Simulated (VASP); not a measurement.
Here is a VASP 6.6.1 calculation.

File INCAR:

```
SYSTEM = NbAs
ALGO = Fast
EDIFF = 1E-6
ENCUT = 520
GGA = PE
ISIF = 2
ISMEAR = 1
KPAR = 4
LASPH = .TRUE.
LCHARG = .FALSE.
LMAXMIX = 4
LREAL = .FALSE.
LWAVE = .FALSE.
NBANDS = 26
NELM = 80
PREC = Accurate
SIGMA = 0.1
```

Contents of KPOINTS:

```
k-points
0
G
  16 16 16
  0 0 0
```

File POSCAR:

```
NbAs                                    
1.0
   -1.7205983186      1.7205983186      5.7956157218
    1.7205983186     -1.7205983186      5.7956157218
    1.7205983186      1.7205983186     -5.7956157218
  Nb              As            
     2     2
Direct
     0.9987059057746208    0.9987059057746208    0.0000000000000000
     0.7487059057746208    0.2487059057746208    0.5000000000000000
     0.4172940942253760    0.4172940942253760    0.0000000000000000
     0.1672940942253760    0.6672940942253760    0.5000000000000000
```

KPOINTS_OPT

```
explicit points
298
Reciprocal
 0.0000000000  0.0000000000  0.0000000000 1
-0.0263157895  0.0263157895  0.0000000000 1
-0.0526315789  0.0526315789  0.0000000000 1
-0.0789473684  0.0789473684  0.0000000000 1
-0.1052631579  0.1052631579  0.0000000000 1
-0.1315789474  0.1315789474  0.0000000000 1
[... 290 lines left out ...]
-0.4674687300  0.5325312700 -0.0325312700 1
-0.5325312700  0.4674687300  0.0325312700 1
```

Potentials or basis: VASP PAW PBE potentials, release 64 (Nb_sv, As).

The run is started by

```sh
$ cat potpaw_PBE.64/Nb_sv/POTCAR potpaw_PBE.64/As/POTCAR > POTCAR
$ mpirun -np 4 vasp_std > vasp.out
```

(1) What does it give for the band gap along the path?

(2) Estimate the pressure.

Answers

(1) zero within the smearing.

(2) 5.6 GPa.

Caveat: the cell stands under pressure.
